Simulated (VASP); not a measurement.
A run of VASP 6.6.1 is set up as follows.

Contents of INCAR:

```
SYSTEM = Cu
  PREC = Accurate
  ENCUT = 520
  EDIFF = 1E-7
  ISMEAR = 0
  SIGMA = 0.1
  LREAL = .FALSE.
  LASPH = .TRUE.
  NELM = 60
  ALGO = Normal
  ISIF = 2
  LWAVE = .FALSE.
  LCHARG = .FALSE.
  GGA = PS
  NBANDS = 12
```

The input KPOINTS:

```
Automatic mesh
0
G
  20 20 20
  0 0 0
```

Contents of POSCAR:

```
Cu
1.0
   -1.4450967073      1.4450967073      1.3600005901
    1.4450967073     -1.4450967073      1.3600005901
    1.4450967073      1.4450967073     -1.3600005901
Cu
1
Direct
    0.0000000000      0.0000000000      0.0000000000
```

Potentials or basis: VASP PAW PBE potentials, release 64 (Cu).

Command:

```console
$ cat potpaw_PBE.64/Cu/POTCAR > POTCAR
$ mpirun -np 1 vasp_std > vasp.out
```

Problem. Estimate the pressure.

Solution. 0.7 GPa.

Problem. What does it give for the band gap on the k mesh?

Solution. Zero (an odd number of electrons rules out a gap without spin polarisation).

Caveat: the PAW data sets were made with another functional, which shifts forces and pressure a little.
